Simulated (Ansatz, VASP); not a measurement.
**One calculation of Ge, two programs**

```xyz
8
Lattice="-2.0021 -3.4677 0.0000 2.0021 -3.4677 0.0000 0.0000 0.0000 12.8450" Properties=species:S:1:pos:R:3 pbc="T T T"
Ge    0.0000    0.0000    2.0612
Ge    0.0000    0.0000    4.5113
Ge    0.0000    0.0000    8.6338
Ge    0.0000    0.0000   11.0838
Ge    0.0000   -4.6236    1.2375
Ge    0.0000   -2.3118    5.3351
Ge    0.0000   -2.3118    7.8100
Ge    0.0000   -4.6236   11.9076
```

Alike in both runs: task single point; functional PBEsol; k mesh 11 × 11 × 3; occupations gaussian, width 0.15 eV; no spin polarisation.

```csv
,VASP,Ansatz
version,VASP 6.6.1,Ansatz 0.2.0
potentials or method,"VASP PAW PBE potentials, release 64 (Ge_d), cutoff 520 eV","scalar-relativistic, plane waves, PAW"
valence electrons in the cell,112,112
```

|  | VASP | Ansatz | Ansatz less VASP |
| --- | --- | --- | --- |
| gap on the k mesh at the Fermi level (eV) | none | none | - |
| pressure (GPa) | 2.5 | 2.6 | +0.08 |
| traceless stress, the component that is largest in VASP (GPa) | 5.35 | 5.35 | -0.001 |
| rms of the force components (eV/Å) | 1.033 | 1.034 | +0.0010 |

VASP's potentials were made for PBE, not for PBEsol. Atom by atom the forces differ by 0.001 eV/Å (rms over components). A gap of «none» marks a metal or a gap that the smearing closes. The functional is the same, so the differences come from potentials, cutoffs and numerics.
